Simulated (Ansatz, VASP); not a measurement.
# Two plane-wave programs on Ti3Al

```xyz
4
Lattice="0.0000 3.1483 3.1483 3.1483 0.0000 3.1483 3.1483 3.1483 0.0000" Properties=species:S:1:pos:R:3 pbc="T T T"
Ti    4.7225    4.7225    4.7225
Ti    1.5742    1.5742    1.5742
Ti    0.0000    0.0000    0.0000
Al    3.1483    3.1483    3.1483
```

Alike in both runs: functional LDA; k mesh 12 × 12 × 12; occupations gaussian, width 0.1 eV; no spin polarisation.

Ansatz relaxed the structure, and its values are those at the end. VASP's run is a single point on that final structure, the one shown.

|  | VASP | Ansatz |
| --- | --- | --- |
| version | VASP 6.6.1 | Ansatz 0.2.0 |
| potentials or method | VASP PAW LDA potentials, release 64 (Ti_sv, Al), cutoff 520 eV | scalar-relativistic, plane waves, PAW |
| valence electrons in the cell | 39 | 39 |

|  | VASP | Ansatz | Ansatz less VASP |
| --- | --- | --- | --- |
| gap on the k mesh at the Fermi level (eV) | none | none | - |
| pressure (GPa) | 0.0 | 0.0 | -0.03 |

Ansatz warns that its potentials were made for another functional, while VASP's fit it. LDA's correlation is that of Perdew and Zunger in VASP and of Perdew and Wang (1992) in Ansatz. A gap of «none» marks a metal or a gap that the smearing closes.
